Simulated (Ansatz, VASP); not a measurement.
# ZnCd3O: VASP beside Ansatz

Contents of INCAR:

```
SYSTEM = ZnCd3O
PREC = Accurate
ENCUT = 600
EDIFF = 1E-7
ISMEAR = 0
SIGMA = 0.1
LREAL = .FALSE.
LASPH = .TRUE.
NELM = 150
ALGO = Normal
ISIF = 3
LWAVE = .FALSE.
LCHARG = .FALSE.
ISPIN = 2
MAGMOM = 0 0 0 0 1
LORBIT = 11
GGA = PE
IBRION = 2
NSW = 90
EDIFFG = -0.04
```

Contents of KPOINTS:

```
regular mesh
0
G
  4 4 4
  0 0 0
```

The input POSCAR:

```
ZnCd3O
1.0
    4.8019953300      0.0000000000      0.0000000000
    0.0000000000      4.8019953300      0.0000000000
    0.0000000000      0.0000000000      4.8019953300
Zn Cd O
1 3 1
Direct
    0.5000000000      0.5000000000      0.5000000000
    0.0000000000      0.5000000000      0.5000000000
    0.5000000000      0.0000000000      0.5000000000
    0.5000000000      0.5000000000      0.0000000000
    0.0000000000      0.0000000000      0.0000000000
```

Input for Ansatz:

```yaml
crystal:
  lattice:
    - [4.80199533, 0.0, 0.0]
    - [0.0, 4.80199533, 0.0]
    - [0.0, 0.0, 4.80199533]
  atoms:
    - { symbol: Zn, position: [0.5, 0.5, 0.5] }
    - { symbol: Cd, position: [0.0, 0.5, 0.5] }
    - { symbol: Cd, position: [0.5, 0.0, 0.5] }
    - { symbol: Cd, position: [0.5, 0.5, 0.0] }
    - { symbol: O, position: [0.0, 0.0, 0.0], spin: 1.0 }
basis:
  ecutwfc: 420
kpoints:
  mp_grid: { grid: [4, 4, 4] }
hamiltonian:
  xc: pbe
scf:
  occupations: { method: gaussian, width: 0.1 }
  lower_state_search: "off"
output:
  forces: true
  stress: true
  eigenvalues: true
  populations: true
magnetization:
  spin_polarized: true
relax:
  adjacent_minimum: "off"
  f_tol: 0.04
  max_steps: 70
  cell: { stress_tol: 0.4 }
```

Alike in both runs: task relaxation of cell and atoms; functional PBE; k mesh 4 × 4 × 4; occupations gaussian, width 0.1 eV; collinear spin.

|  | VASP | Ansatz |
| --- | --- | --- |
| version | VASP 6.6.1 | Ansatz 0.2.0 |
| potentials or method | VASP PAW PBE potentials, release 64 (Zn, Cd, O), cutoff 600 eV | scalar-relativistic, plane waves, PAW |
| valence electrons in the cell | 54 | 78 |

```csv
,VASP,Ansatz,Ansatz less VASP
"gap on the k mesh at the Fermi level, each at its own relaxed structure (eV)",none,none,-
net moment per atom (μB),0.00,0.21,+0.211
size of the moment on the site where the two differ most (μB),0.00,0.99,+0.992
relaxed volume (Å³/atom),25.07,25.25,+0.183
relaxed cell length with the largest relative difference (Å),5.005,5.017,+0.0122
```

The net moments are unlike, so the other rows may belong to different states. Site moments also hang on the region over which each program counts them. A gap of «none» marks a metal or a gap that the smearing closes. VASP's potentials hold 54 valence electrons a cell and Ansatz's 78, so a difference there can come from the potentials and not from the codes.
